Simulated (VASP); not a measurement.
# Au (Imm2) in VASP: single point with PBE

Aim: the single point of Au with PBE.

All numbers are computed with VASP 6.6.1; they aren't measurements. Logs are shortened: lines on timing, memory, paths and dates and some standing lists are left out, and cuts for length are marked.

**1. The cell of the first run**

The typed cell holds 7 atoms: a = 5.771 Å, b = 5.771 Å, c = 5.771 Å, α = 60.00°, β = 60.00°, γ = 60.00°.

**2. Single point, PBE**

The input, INCAR:

```
ALGO = Normal
EDIFF = 1E-6
ENCUT = 520
GGA = PE
ISIF = 2
ISMEAR = -1
LASPH = T
LCHARG = F
LREAL = F
LWAVE = F
NBANDS = 48
NELM = 100
PREC = Accurate
SIGMA = 0.1
```

The input, KPOINTS:

```
k-points
0
Gamma
  3 3 3
```

The input, POSCAR:

```
Au
1.0
    0.0000000000      4.0807397400      4.0807397400
    4.0807397400      0.0000000000      4.0807397400
    4.0807397400      4.0807397400      0.0000000000
Au
7
Direct
   -0.0279830392      0.0137809573     -0.0253869412
   -0.0280537371      0.5371258986     -0.0254395052
    0.0142501124      0.4978107229      0.4875172461
    0.2495781561     -0.0020855287      0.2521874870
    0.5272098044     -0.0181351923      0.5298166847
    0.4849103658      0.4977989603      0.0168565026
    0.5271487860      0.4586450299      0.5297551762
```

Potentials or basis: VASP PAW PBE potentials, release 64 (Au).

Run with:

```sh
> cat potpaw_PBE.64/Au/POTCAR > POTCAR
> mpirun -np 1 vasp_std > vasp.out
```

OUTCAR:

```text
EDIFF = 1E-6
   ENCUT = 520
   GGA = PE
   ISIF = 2
   ISMEAR = -1
   LASPH = T
   LREAL = F
   NELM = 100
   PREC = Accurate

 ion  position               nearest neighbor table
   1  0.972  0.014  0.975-   4 2.72   2 2.75   6 2.81   3 2.81   5 2.92   5 2.92   3 2.98   6 2.98
                             2 3.02
   2  0.972  0.537  0.975-   4 2.72   1 2.75   3 2.81   6 2.81   7 2.92   7 2.92   6 2.98   3 2.98
                             1 3.02
   3  0.014  0.498  0.488-   6 2.72   5 2.81   2 2.81   1 2.81   7 2.81   7 2.98   1 2.98   2 2.98
                             5 2.98   6 3.05   4 3.19   4 3.19
   4  0.250  0.998  0.252-   1 2.72   7 2.72   2 2.72   5 2.72   6 3.19   3 3.19   3 3.19   6 3.19

   5  0.527  0.982  0.530-   4 2.72   7 2.75   3 2.81   6 2.81   1 2.92   1 2.92   6 2.98   3 2.98
                             7 3.02
   6  0.485  0.498  0.017-   3 2.72   7 2.81   2 2.81   5 2.81   1 2.81   1 2.98   7 2.98   5 2.98
                             2 2.98   3 3.05   4 3.19   4 3.19
   7  0.527  0.459  0.530-   4 2.72   5 2.75   6 2.81   3 2.81   2 2.92   2 2.92   3 2.98   6 2.98
                             5 3.02

  LATTYP: Found a face centered cubic cell.
 ALAT       =     8.1614794800

  Lattice vectors:

 A1 = (   0.0000000000,   4.0807397400,   4.0807397400)
 A2 = (   4.0807397400,   0.0000000000,   4.0807397400)
 A3 = (   4.0807397400,   4.0807397400,   0.0000000000)

Analysis of symmetry for initial positions (statically):
=====================================================================
 Subroutine PRICEL returns:
 Original cell was already a primitive cell.

 Routine SETGRP: Setting up the symmetry group for a
 face centered cubic supercell.

 Subroutine GETGRP returns: Found  1 space group operations
 (whereof  1 operations were pure point group operations)
 out of a pool of 48 trial point group operations.

The static configuration has the point symmetry C_1 .

Analysis of symmetry for dynamics (positions and initial velocities):
=====================================================================
 Subroutine PRICEL returns:
 Original cell was already a primitive cell.

 Routine SETGRP: Setting up the symmetry group for a
 face centered cubic supercell.

 Subroutine GETGRP returns: Found  1 space group operations
 (whereof  1 operations were pure point group operations)
 out of a pool of 48 trial point group operations.

The dynamic configuration has the point symmetry C_1 .

 Subroutine INISYM returns: Found  1 space group operations
 (whereof  1 operations are pure point group operations),
 and found     1 'primitive' translations

----------------------------------------------------------------------------------------

                                     Primitive cell

  volume of cell :     135.9085

  direct lattice vectors                    reciprocal lattice vectors
     0.000000000  4.080739740  4.080739740    -0.122526804  0.122526804  0.122526804
     4.080739740  0.000000000  4.080739740     0.122526804 -0.122526804  0.122526804
     4.080739740  4.080739740  0.000000000     0.122526804  0.122526804 -0.122526804

  length of vectors
     5.771037485  5.771037485  5.771037485     0.212222651  0.212222651  0.212222651

  position of ions in fractional coordinates (direct lattice)
     0.972016961  0.013780957  0.974613059
     0.971946263  0.537125899  0.974560495
     0.014250112  0.497810723  0.487517246
     0.249578156  0.997914471  0.252187487
     0.527209804  0.981864808  0.529816685
     0.484910366  0.497798960  0.016856503
     0.527148786  0.458645030  0.529755176

  ion indices of the primitive-cell ions
   primitive index   ion index
                 1           1
                 2           2
                 3           3
                 4           4
                 5           5
                 6           6
                 7           7

----------------------------------------------------------------------------------------

 KPOINTS: k-points

Automatic generation of k-mesh.
 Grid dimensions read from file:
 generate k-points for:    3    3    3

 Generating k-lattice:

  Cartesian coordinates                     Fractional coordinates (reciprocal lattice)
    -0.040842268  0.040842268  0.040842268     0.333333333  0.000000000  0.000000000
     0.040842268 -0.040842268  0.040842268     0.000000000  0.333333333  0.000000000
     0.040842268  0.040842268 -0.040842268     0.000000000  0.000000000  0.333333333

  Length of vectors
     0.070740884  0.070740884  0.070740884

  Shift w.r.t. Gamma in fractional coordinates (k-lattice)
     0.000000000  0.000000000  0.000000000

 Subroutine IBZKPT returns following result:
 ===========================================

 Found     14 irreducible k-points:

 Following reciprocal coordinates:
            Coordinates               Weight
  0.000000  0.000000  0.000000      1.000000
  0.333333  0.000000  0.000000      2.000000
  0.000000  0.333333  0.000000      2.000000
  0.000000  0.000000  0.333333      2.000000
  0.333333  0.333333  0.333333      2.000000
  0.333333  0.333333  0.000000      2.000000
  0.000000  0.333333  0.333333      2.000000
  0.333333  0.000000  0.333333      2.000000
 -0.333333  0.333333  0.000000      2.000000
  0.000000 -0.333333  0.333333      2.000000
  0.333333  0.000000 -0.333333      2.000000
  0.333333  0.333333 -0.333333      2.000000
 -0.333333  0.333333 -0.333333      2.000000
  0.333333 -0.333333 -0.333333      2.000000
   k-points           NKPTS =     14   k-points in BZ     NKDIM =     14   number of bands    NBANDS=     48
   number of dos      NEDOS =    301   number of ions     NIONS =      7
   total plane-waves  NPLWV = 110592
   dimension x,y,z NGX =    48 NGY =   48 NGZ =   48
   dimension x,y,z NGXF=    96 NGYF=   96 NGZF=   96
   ions per type =               7
   NGX,Y,Z   is equivalent  to a cutoff of  13.83, 13.83, 13.83 a.u.
   NGXF,Y,Z  is equivalent  to a cutoff of  27.65, 27.65, 27.65 a.u.
 SYSTEM =  unknown system
   PREC   = accura    normal or accurate (medium, high low for compatibility)
   ISTART =      0    job   : 0-new  1-cont  2-samecut
   ICHARG =      2    charge: 1-file 2-atom 10-const
   ISPIN  =      1    spin polarized calculation?
   LNONCOLLINEAR =      F non collinear calculations
   LSORBIT =      F    spin-orbit coupling
   LASPH  =      T    aspherical Exc in radial PAW
   ENCUT  =  520.0 eV  38.22 Ry    6.18 a.u.  10.73 10.73 10.73*2*pi/ulx,y,z
   NELM   =    100;   NELMIN=  2; NELMDL= -5     # of ELM steps
   EDIFF  = 0.1E-05   stopping-criterion for ELM
   LREAL  =      F    real-space projection
   EDIFFG = 0.1E-04   stopping-criterion for IOM
   NSW    =      0    number of steps for IOM
   IBRION =     -1    ionic relax: 0-MD 1-quasi-New 2-CG
   NFREE  =      0    steps in history (QN), initial steepest desc. (CG)
   ISIF   =      2    stress and relaxation
   ISYM   =      2    0-nonsym 1-usesym 2-fastsym
   POTIM  = 0.5000    time-step for ionic-motion
   TEBEG  =    0.0;   TEEND  =   0.0 temperature during run
   PSTRESS=    0.0 pullay stress
   NELECT =      77.0000    total number of electrons
   NUPDOWN=      -1.0000    fix difference up-down
   EMIN   =  10.00;   EMAX   =-10.00  energy-range for DOS
   EFERMI =   0.00;   METHOD = LEGACY
   ISMEAR =    -1;   SIGMA  =   0.10  broadening in eV -4-tet -1-fermi 0-gaus
   EFERMI_NEDOS =   21; number of points for ismear=-14 and -15
   IALGO  =     38    algorithm
   IMIX   =      4    mixing-type and parameters
     AMIX     =   0.40;   BMIX     =  1.00
     AMIX_MAG =   1.60;   BMIX_MAG =  1.00
  volume/ion in A,a.u.               =      19.42       131.02
  Fermi-wavevector in a.u.,A,eV,Ry     =   1.354637  2.559892 24.967244  1.835041
  Thomas-Fermi vector in A             =   2.481792
   LORBIT       =      0    0 simple, 1 ext, 2 COOP (PROOUT), +10 PAW based schemes
   GGA     = PE    functional components
   LHFCALC =     F    Hartree Fock is set to
   AEXX    =    0.0000 exact exchange contribution
   IVDW    =     0    specifies the selected vdW correction
   LEPSILON=     F    determine dielectric tensor
   LRPA    =     F    only Hartree local field effects (RPA)
 non-spin polarized calculation
  energy-cutoff  :      520.00
  volume of cell :      135.91
 maximum number of plane-waves:      3695
 NGX is ok and might be reduce to    48
   NGX = 21   NGY = 21   NGZ = 21

 number of electron      77.0000002 magnetization

 Free energy of the ion-electron system (eV)
  ---------------------------------------------------
  ext. energy  EPLUGINS =         0.00000000
  ---------------------------------------------------
  free energy    TOTEN  =       -21.14206785 eV

  energy without entropy =      -20.96775068  energy(sigma->0) =      -21.05490927

 E-fermi :   7.6549     XC(G=0): -11.8472

 val. band max:        7.6183903402   @ k =  -0.3333   0.3333  -0.3333
 cond. band min:       7.7227561526   @ k =   0.3333   0.0000   0.3333
 fundamental gap:      0.1043658124
 Fermi energy:         7.6549080899

 k-point     1 :       0.0000    0.0000    0.0000
  band No.  band energies     occupation
      1      -1.4027      2.00000
      2       0.6343      2.00000
      3       0.8749      2.00000
      4       1.0678      2.00000
      5       1.2448      2.00000
      6       1.3503      2.00000
[... 40 lines left out ...]
     47      11.1663      0.00000
     48      12.5368      0.00000

 k-point     2 :       0.3333    0.0000    0.0000
  band No.  band energies     occupation
      1      -0.5313      2.00000
      2       0.7350      2.00000
      3       1.2588      2.00000
      4       1.4798      2.00000
      5       1.6288      2.00000
      6       1.7879      2.00000
[... 40 lines left out ...]
     47      15.1462      0.00000
     48      15.6293      0.00000

 k-point     3 :       0.0000    0.3333    0.0000
  band No.  band energies     occupation
      1      -0.5958      2.00000
      2       0.9916      2.00000
      3       1.1083      2.00000
      4       1.3590      2.00000
      5       1.3720      2.00000
      6       1.5403      2.00000
[... 550 lines left out ...]
     47      15.1261      0.00000
     48      16.4938      0.00000

 k-point    14 :       0.3333   -0.3333   -0.3333
  band No.  band energies     occupation
      1       0.5316      2.00000
      2       1.0004      2.00000
      3       1.4248      2.00000
      4       1.7331      2.00000
      5       1.8310      2.00000
      6       2.0438      2.00000
[... 40 lines left out ...]
     47      14.7278      0.00000
     48      16.6900      0.00000

------------------------ aborting loop because EDIFF is reached ----------------------------------------

  FORCE on cell =-STRESS in cart. coord.  units (eV):
  Direction    XX          YY          ZZ          XY          YZ          ZX
  --------------------------------------------------------------------------------------
  -------------------------------------------------------------------------------------
  Total        0.7346341      2.7575550      0.7343370      0.0000235     -0.0000359      0.0839287
  in kB        8.6603403     32.5078377      8.6568387      0.0002765     -0.0004232      0.9894058
  external PRESSURE =      16.6083389 kB  Pullay stress =       0.0000000 kB

 VOLUME and BASIS-vectors are now :
 -----------------------------------------------------------------------------
  energy-cutoff  :      520.00
  volume of cell :      135.91
      direct lattice vectors                 reciprocal lattice vectors
     0.000000000  4.080739740  4.080739740    -0.122526804  0.122526804  0.122526804
     4.080739740  0.000000000  4.080739740     0.122526804 -0.122526804  0.122526804
     4.080739740  4.080739740  0.000000000     0.122526804  0.122526804 -0.122526804

 POSITION                                       TOTAL-FORCE (eV/Angst)
 -----------------------------------------------------------------------------------
      4.03338      7.94369      4.02278        -0.009212     -0.032889     -0.009274
      6.16880      7.94319      6.15813         0.009209     -0.033457      0.009235
      4.02087      2.04758      2.08959         0.050674     -0.000002     -0.050938
      5.10134      2.04757      5.09069         0.000310      0.000030      0.000279
      6.16878      4.31345      6.15814         0.009255      0.033429      0.009269
      2.10017      2.04758      4.01018        -0.050916      0.000035      0.050714
      4.03340      4.31295      4.02277        -0.009319      0.032854     -0.009285
 -----------------------------------------------------------------------------------
    total drift:                               -0.000037     -0.000026      0.000042

  FREE ENERGIE OF THE ION-ELECTRON SYSTEM (eV)
  ---------------------------------------------------
  free  energy   TOTEN  =       -21.1420678523 eV

  energy  without entropy=      -20.9677506793  energy(sigma->0) =      -21.05490927
```

It took 3.4 min on 1 thread of Intel Xeon 8259CL, shared host; peak memory 0.34 GiB.

Results:

| Item | Value |
| --- | --- |
| Free energy | -21.1421 eV |
| Pressure | 1.7 GPa |
| Largest force | 0.072 eV/Å |
| Band gap on the k mesh | zero (an odd number of electrons rules out a gap without spin polarisation) |

Forces in eV/Å, atoms in the order of the input:
```
Au  -0.009 -0.033 -0.009
Au   0.009 -0.033  0.009
Au   0.051  0.000 -0.051
Au   0.000  0.000  0.000
Au   0.009  0.033  0.009
Au  -0.051  0.000  0.051
Au  -0.009  0.033 -0.009
```

Caveat: the k points lie up to 0.44 Å⁻¹ apart, too coarse for converged energies and pressures of a metal; spin-orbit coupling is left out, which moves the levels of the heavy elements.

The gap in the log of VASP goes by the Fermi energy; the results here count the filled bands.